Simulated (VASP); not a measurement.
# Pb (C2/c) in VASP: further runs

Pb is run at these levels: PBEsol; tasks: single point.

All numbers are computed with VASP 6.6.1; they aren't measurements. Logs are shortened: lines on timing, memory, paths and dates and some standing lists are left out, and cuts for length are marked.

**1. The cell of the first run**

Symmetry: C2/c, No. 15, monoclinic system. The conventional cell has a = 3.346 Å, b = 8.707 Å, c = 4.695 Å, α = 90.00°, β = 108.42°, γ = 90.00°. Within 4.2 Å of Pb (site symmetry 2) lie 10 Pb at 3.22 to 4.08 Å.

**2. Single point, PBEsol (volume scaled by 1.04)**

INCAR

```
ALGO     = Normal         # electronic algorithm
EDIFF    = 1E-6           # SCF threshold, eV
ENCUT    = 520            # plane-wave cutoff, eV
GGA      = PS             # functional
ISIF     = 2              # what is computed and relaxed
ISMEAR   = -1             # smearing method
LASPH    = True           # aspherical terms in the spheres
LCHARG   = True           # write CHGCAR
LELF     = True           # ELF
LREAL    = False          # projectors in reciprocal space
LVHAR    = True         
LWAVE    = False          # write WAVECAR
NBANDS   = 21             # bands
NELM     = 60             # most SCF steps
PREC     = Accurate       # precision mode
SIGMA    = 0.1            # smearing width, eV
```

KPOINTS

```
k-points
0
Gamma
  12 12 8
```

POSCAR

```
Pb
1.0
   -3.1037837524      3.0528661608      1.6728205473
    3.0528661608     -3.1037837524      1.6728205473
    3.1775990998      3.1775990998     -1.7660762096
Pb
2
Direct
    0.9976815058      0.0023184942      0.0000000000
    0.7523184942      0.2476815058      0.5000000000
```

Potentials or basis: VASP PAW PBE potentials, release 64 (Pb_d).

Command:

```sh
$ cat potpaw_PBE.64/Pb_d/POTCAR > POTCAR
$ mpirun -np 1 vasp_std > vasp.out
```

OUTCAR:

```text
EDIFF = 1E-6
   ENCUT = 520
   GGA = PS
   ISIF = 2
   ISMEAR = -1
   LASPH = True
   LREAL = False
   NELM = 60
   PREC = Accurate

 ion  position               nearest neighbor table
   1  0.998  0.002  0.000-   2 3.22   2 3.22   2 3.23   2 3.23   2 3.92   2 3.92   2 4.08   2 4.08

   2  0.752  0.248  0.500-   1 3.22   1 3.22   1 3.23   1 3.23   1 3.92   1 3.92   1 4.08   1 4.08

  Warning from LATTYP: Got some problem with cell dimensions!
  Tried to take original basis but could not verify dimensions!
  LATTYP: Found a base centered monoclinic cell.
 ALAT       =     3.3464159240
 B/A-ratio  =     2.6018337242
 C/A-ratio  =     1.4031295953
 COS(beta)  =    -0.3160610982

  Lattice vectors:

 A1 = (   3.1037837524,  -3.0528661608,  -1.6728205473)
 A2 = (  -3.0528661608,   3.1037837524,  -1.6728205473)
 A3 = (   3.1266815082,   3.1266815082,   1.5795648850)

Analysis of symmetry for initial positions (statically):
=====================================================================
 Subroutine PRICEL returns:
 Original cell was already a primitive cell.

 Routine SETGRP: Setting up the symmetry group for a
 base centered monoclinic supercell.

 Subroutine GETGRP returns: Found  4 space group operations
 (whereof  2 operations were pure point group operations)
 out of a pool of  4 trial point group operations.

The static configuration has the point symmetry C_2 .
 The point group associated with its full space group is C_2h.

Analysis of symmetry for dynamics (positions and initial velocities):
=====================================================================
 Subroutine PRICEL returns:
 Original cell was already a primitive cell.

 Routine SETGRP: Setting up the symmetry group for a
 base centered monoclinic supercell.

 Subroutine GETGRP returns: Found  4 space group operations
 (whereof  2 operations were pure point group operations)
 out of a pool of  4 trial point group operations.

The dynamic configuration has the point symmetry C_2 .
 The point group associated with its full space group is C_2h.

 Subroutine INISYM returns: Found  4 space group operations
 (whereof  2 operations are pure point group operations),
 and found     1 'primitive' translations

----------------------------------------------------------------------------------------

                                     Primitive cell

  volume of cell :      64.8984

  direct lattice vectors                    reciprocal lattice vectors
    -3.103783752  3.052866161  1.672820547     0.002557315  0.164983312  0.301446191
     3.052866161 -3.103783752  1.672820547     0.164983312  0.002557315  0.301446191
     3.177599100  3.177599100 -1.766076210     0.158693834  0.158693834  0.004830349

  length of vectors
     4.663881855  4.663881855  4.828384539     0.343650752  0.343650752  0.224478948

  position of ions in fractional coordinates (direct lattice)
     0.997681506  0.002318494  0.000000000
     0.752318494  0.247681506  0.500000000

  ion indices of the primitive-cell ions
   primitive index   ion index
                 1           1
                 2           2

----------------------------------------------------------------------------------------

 KPOINTS: k-points

Automatic generation of k-mesh.
 Grid dimensions read from file:
 generate k-points for:   12   12    8

 Generating k-lattice:

  Cartesian coordinates                     Fractional coordinates (reciprocal lattice)
     0.000213110  0.013748609  0.025120516     0.083333333  0.000000000 -0.000000000
     0.013748609  0.000213110  0.025120516     0.000000000  0.083333333 -0.000000000
     0.019836729  0.019836729  0.000603794     0.000000000  0.000000000  0.125000000

  Length of vectors
     0.028637563  0.028637563  0.028059868

  Shift w.r.t. Gamma in fractional coordinates (k-lattice)
     0.000000000  0.000000000  0.000000000

 Subroutine IBZKPT returns following result:
 ===========================================

 Found    320 irreducible k-points:

 Following reciprocal coordinates:
            Coordinates               Weight
  0.000000  0.000000  0.000000      1.000000
  0.083333 -0.000000  0.000000      4.000000
  0.166667 -0.000000  0.000000      4.000000
  0.250000  0.000000  0.000000      4.000000
  0.333333  0.000000  0.000000      4.000000
  0.416667 -0.000000  0.000000      4.000000
[... 16 lines left out ...]
  0.500000  0.166667  0.000000      4.000000
 -0.416667  0.166667  0.000000      4.000000
 [... further k-points ...]
   k-points           NKPTS =    320   k-points in BZ     NKDIM =    320   number of bands    NBANDS=     21
   number of dos      NEDOS =    301   number of ions     NIONS =      2
   total plane-waves  NPLWV =  46656
   dimension x,y,z NGX =    36 NGY =   36 NGZ =   36
   dimension x,y,z NGXF=    72 NGYF=   72 NGZF=   72
   ions per type =               2
   NGX,Y,Z   is equivalent  to a cutoff of  12.83, 12.83, 12.40 a.u.
   NGXF,Y,Z  is equivalent  to a cutoff of  25.66, 25.66, 24.79 a.u.
 SYSTEM =  unknown system
   PREC   = accura    normal or accurate (medium, high low for compatibility)
   ISTART =      0    job   : 0-new  1-cont  2-samecut
   ICHARG =      2    charge: 1-file 2-atom 10-const
   ISPIN  =      1    spin polarized calculation?
   LNONCOLLINEAR =      F non collinear calculations
   LSORBIT =      F    spin-orbit coupling
   LASPH  =      T    aspherical Exc in radial PAW
   ENCUT  =  520.0 eV  38.22 Ry    6.18 a.u.   8.67  8.67  8.98*2*pi/ulx,y,z
   NELM   =     60;   NELMIN=  2; NELMDL= -5     # of ELM steps
   EDIFF  = 0.1E-05   stopping-criterion for ELM
   LREAL  =      F    real-space projection
   EDIFFG = 0.1E-04   stopping-criterion for IOM
   NSW    =      0    number of steps for IOM
   IBRION =     -1    ionic relax: 0-MD 1-quasi-New 2-CG
   NFREE  =      0    steps in history (QN), initial steepest desc. (CG)
   ISIF   =      2    stress and relaxation
   ISYM   =      2    0-nonsym 1-usesym 2-fastsym
   POTIM  = 0.5000    time-step for ionic-motion
   TEBEG  =    0.0;   TEEND  =   0.0 temperature during run
   PSTRESS=    0.0 pullay stress
   NELECT =      28.0000    total number of electrons
   NUPDOWN=      -1.0000    fix difference up-down
   EMIN   =  10.00;   EMAX   =-10.00  energy-range for DOS
   EFERMI =   0.00;   METHOD = LEGACY
   ISMEAR =    -1;   SIGMA  =   0.10  broadening in eV -4-tet -1-fermi 0-gaus
   EFERMI_NEDOS =   21; number of points for ismear=-14 and -15
   IALGO  =     38    algorithm
   IMIX   =      4    mixing-type and parameters
     AMIX     =   0.40;   BMIX     =  1.00
     AMIX_MAG =   1.60;   BMIX_MAG =  1.00
  volume/ion in A,a.u.               =      32.45       218.98
  Fermi-wavevector in a.u.,A,eV,Ry     =   1.237038  2.337662 20.820481  1.530262
  Thomas-Fermi vector in A             =   2.371621
   LORBIT       =      0    0 simple, 1 ext, 2 COOP (PROOUT), +10 PAW based schemes
   GGA     = PS    functional components
   LHFCALC =     F    Hartree Fock is set to
   AEXX    =    0.0000 exact exchange contribution
   IVDW    =     0    specifies the selected vdW correction
   LEPSILON=     F    determine dielectric tensor
   LRPA    =     F    only Hartree local field effects (RPA)
 non-spin polarized calculation
  energy-cutoff  :      520.00
  volume of cell :       64.90
 maximum number of plane-waves:      1763
   NGX = 17   NGY = 17   NGZ = 17

 number of electron      27.9999997 magnetization

 Free energy of the ion-electron system (eV)
  ---------------------------------------------------
  ext. energy  EPLUGINS =         0.00000000
  ---------------------------------------------------
  free energy    TOTEN  =        -7.72352997 eV

  energy without entropy =       -7.67816736  energy(sigma->0) =       -7.70084866

 E-fermi :   6.1338     XC(G=0):  -9.9625

 val. band max:        6.1270526075   @ k =  -0.0833  -0.2500   0.1250
 cond. band min:       6.1399515340   @ k =  -0.3333   0.0000   0.1250
 fundamental gap:      0.0128989264
 Fermi energy:         6.1338198730

 k-point     1 :       0.0000    0.0000    0.0000
  band No.  band energies     occupation
      1     -10.9198      2.00000
      2     -10.8108      2.00000
      3     -10.7586      2.00000
      4     -10.7521      2.00000
      5     -10.5046      2.00000
      6     -10.5044      2.00000
[... 13 lines left out ...]
     20      14.9408      0.00000
     21      16.3203      0.00000

 k-point     2 :       0.0833   -0.0000    0.0000
  band No.  band energies     occupation
      1     -10.9138      2.00000
      2     -10.7898      2.00000
      3     -10.7503      2.00000
      4     -10.7249      2.00000
      5     -10.5230      2.00000
      6     -10.5216      2.00000
[... 13 lines left out ...]
     20      15.2307      0.00000
     21      15.4971      0.00000

 k-point     3 :       0.1667   -0.0000    0.0000
  band No.  band energies     occupation
      1     -10.8952      2.00000
      2     -10.7363      2.00000
      3     -10.7285      2.00000
      4     -10.6594      2.00000
      5     -10.5581      2.00000
      6     -10.5444      2.00000
[... 13 lines left out ...]
     20      14.0120      0.00000
     21      14.4174      0.00000

 k-point     4 :       0.2500    0.0000    0.0000
  band No.  band energies     occupation
      1     -10.8681      2.00000
      2     -10.6996      2.00000
      3     -10.6858      2.00000
      4     -10.6180      2.00000
      5     -10.5992      2.00000
      6     -10.5321      2.00000
[... 13 lines left out ...]
     20      13.1257      0.00000
     21      14.3634      0.00000

 k-point     5 :       0.3333    0.0000    0.0000
  band No.  band energies     occupation
      1     -10.8421      2.00000
      2     -10.6826      2.00000
      3     -10.6726      2.00000
      4     -10.6424      2.00000
      5     -10.6218      2.00000
      6     -10.5567      2.00000
[... 13 lines left out ...]
     20      12.9054      0.00000
     21      15.0272      0.00000

 k-point     6 :       0.4167   -0.0000    0.0000
  band No.  band energies     occupation
      1     -10.8226      2.00000
      2     -10.6960      2.00000
      3     -10.6940      2.00000
      4     -10.6586      2.00000
      5     -10.6083      2.00000
      6     -10.5766      2.00000
[... 13 lines left out ...]
     20      14.3346      0.00000
     21      15.8591      0.00000

 k-point     7 :       0.5000    0.0000    0.0000
  band No.  band energies     occupation
      1     -10.8133      2.00000
      2     -10.7163      2.00000
      3     -10.7029      2.00000
      4     -10.6557      2.00000
      5     -10.5979      2.00000
      6     -10.5838      2.00000
[... 13 lines left out ...]
     20      15.5515      0.00000
     21      15.7043      0.00000
[... 291 lines left out ...]
      1     -10.8431      2.00000
      2     -10.7094      2.00000
      3     -10.6592      2.00000
      4     -10.6303      2.00000
      5     -10.6051      2.00000
      6     -10.5978      2.00000
[... 13 lines left out ...]
     20      13.3985      0.00000
     21      14.0577      0.00000

 k-point    21 :       0.3333    0.1667    0.0000
  band No.  band energies     occupation
      1     -10.8291      2.00000
      2     -10.7208      2.00000
      3     -10.6731      2.00000
      4     -10.6364      2.00000
      5     -10.6084      2.00000
      6     -10.5800      2.00000
[... 13 lines left out ...]
     20      14.5030      0.00000
     21      15.1089      0.00000

 k-point    22 :       0.4167    0.1667    0.0000
  band No.  band energies     occupation
      1     -10.8125      2.00000
      2     -10.7193      2.00000
      3     -10.6908      2.00000
      4     -10.6282      2.00000
      5     -10.6046      2.00000
      6     -10.5634      2.00000
[... 13 lines left out ...]
     20      14.7666      0.00000
     21      14.8653      0.00000

 k-point    23 :       0.5000    0.1667    0.0000
  band No.  band energies     occupation
      1     -10.8074      2.00000
      2     -10.7021      2.00000
      3     -10.6850      2.00000
      4     -10.6359      2.00000
      5     -10.5946      2.00000
      6     -10.5597      2.00000
[... 13 lines left out ...]
     20      14.1273      0.00000
     21      15.0705      0.00000

 k-point    24 :      -0.4167    0.1667    0.0000
  band No.  band energies     occupation
      1     -10.8206      2.00000
      2     -10.7033      2.00000
      3     -10.6738      2.00000
      4     -10.6521      2.00000
      5     -10.5884      2.00000
      6     -10.5459      2.00000
[... 13 lines left out ...]
     20      14.0181      0.00000
     21      14.5876      0.00000

 [... further k-points ...]

------------------------ aborting loop because EDIFF is reached ----------------------------------------

  FORCE on cell =-STRESS in cart. coord.  units (eV):
  Direction    XX          YY          ZZ          XY          YZ          ZX
  --------------------------------------------------------------------------------------
  -------------------------------------------------------------------------------------
  Total       -0.6323609     -0.6323609     -0.6686643     -0.0451369      0.0188319      0.0188319
  in kB      -15.6113998    -15.6113998    -16.5076396     -1.1143168      0.4649126      0.4649115
  external PRESSURE =     -15.9101464 kB  Pullay stress =       0.0000000 kB

 VOLUME and BASIS-vectors are now :
 -----------------------------------------------------------------------------
  energy-cutoff  :      520.00
  volume of cell :       64.90
      direct lattice vectors                 reciprocal lattice vectors
    -3.103783752  3.052866161  1.672820547     0.002557315  0.164983312  0.301446191
     3.052866161 -3.103783752  1.672820547     0.164983312  0.002557315  0.301446191
     3.177599100  3.177599100 -1.766076210     0.158693834  0.158693834  0.004830349

 POSITION                                       TOTAL-FORCE (eV/Angst)
 -----------------------------------------------------------------------------------
     -3.08951      3.03859      1.67282         0.012634     -0.012634      0.000000
      0.00990      3.11678      0.78978        -0.012634      0.012634     -0.000000
 -----------------------------------------------------------------------------------
    total drift:                               -0.000000      0.000000     -0.000000

  FREE ENERGIE OF THE ION-ELECTRON SYSTEM (eV)
  ---------------------------------------------------
  free  energy   TOTEN  =        -7.7235299658 eV

  energy  without entropy=       -7.6781673592  energy(sigma->0) =       -7.70084866
```

Wall time 3.1 min (1 thread of AMD EPYC 9R45 (Zen 5), shared host); peak memory 0.42 GiB.

Results:

```yaml
Free_energy: -7.7235 eV
Pressure: -1.6 GPa
Largest_force: 0.018 eV/Å
Band_gap_on_the_k_mesh: zero (band 14 reaches 7.41 eV, above the bottom of band 15 at 4.16 eV)
```

Forces in eV/Å, atoms in the order of the input:
```
Pb   0.013 -0.013  0.000
Pb  -0.013  0.013  0.000
```

Stress tensor (GPa, compression positive):
```
-1.56 -0.11  0.05
-0.11 -1.56  0.05
 0.05  0.05 -1.65
```

Caveat: the PAW data sets were made with another functional, which shifts forces and pressure a little; spin-orbit coupling is left out, which moves the levels of the heavy elements.

**3. Single point, PBEsol (volume scaled by 0.88)**

INCAR

```
SYSTEM = Pb
PREC = Accurate
ENCUT = 520
EDIFF = 1E-6
ISMEAR = -1
SIGMA = 0.1
LREAL = .False.
LASPH = .True.
NELM = 80
ALGO = Normal
ISIF = 2
LWAVE = .False.
LCHARG = .False.
GGA = PS
NBANDS = 21
```

KPOINTS

```
Automatic mesh
0
Gamma
  12 12 8
  0 0 0
```

POSCAR

```
Pb
1.0
   -2.9356744945      2.8875147363      1.5822160969
    2.8875147363     -2.9356744945      1.5822160969
    3.0054918046      3.0054918046     -1.6704207823
Pb
2
Direct
    0.9976815058      0.0023184942      0.0000000000
    0.7523184942      0.2476815058      0.5000000000
```

Potentials or basis: VASP PAW PBE potentials, release 64 (Pb_d).

Command:

```sh
$ cat potpaw_PBE.64/Pb_d/POTCAR > POTCAR
$ mpirun -np 1 vasp_std > vasp.out
```

Wall time 5 min (1 thread of Oxide Virtual Turin-like, shared host); peak memory 0.38 GiB.

It converged, with:

```
Free energy            : -7.5724 eV
Pressure               : 7.7 GPa
Largest force          : 0.028 eV/Å
Band gap on the k mesh : zero (band 14 reaches 9.68 eV, above the bottom of band 15 at 5.58 eV)
```

Forces on the atoms (eV/Å):
```
Pb  -0.020  0.020  0.000
Pb   0.020 -0.020  0.000
```

Stress tensor (GPa, compression positive):
```
 7.71 -0.19  0.26
-0.19  7.71  0.26
 0.26  0.26  7.64
```

Levels at points of the mesh, in eV from the Fermi level:
| k point | band 11 | band 12 | band 13 | band 14 | band 15 | band 16 | band 17 | band 18 |
| --- | --- | --- | --- | --- | --- | --- | --- | --- |
| (0.00, 0.00, 0.00) | -12.53 | -5.53 | -2.18 | -1.84 | 3.66 | 6.32 | 6.39 | 7.60 |
| (0.50, 0.00, 0.00) | -8.18 | -6.38 | -3.14 | -1.87 | -0.90 | 2.56 | 2.85 | 4.87 |
| (0.50, 0.50, 0.00) | -10.27 | -10.11 | 0.72 | 0.94 | 0.98 | 1.12 | 5.90 | 6.84 |
| (0.00, 0.00, 0.50) | -10.28 | -10.28 | 1.03 | 1.03 | 1.40 | 1.40 | 6.46 | 6.46 |
| (0.50, 0.00, 0.50) | -8.37 | -6.50 | -2.90 | -1.68 | -0.80 | 3.03 | 3.21 | 4.97 |
| (0.50, 0.50, 0.50) | -8.97 | -8.97 | -4.91 | -4.91 | 5.73 | 5.73 | 9.72 | 9.72 |

Caveat: the PAW data sets were made with another functional, which shifts forces and pressure a little; spin-orbit coupling is left out, which moves the levels of the heavy elements.
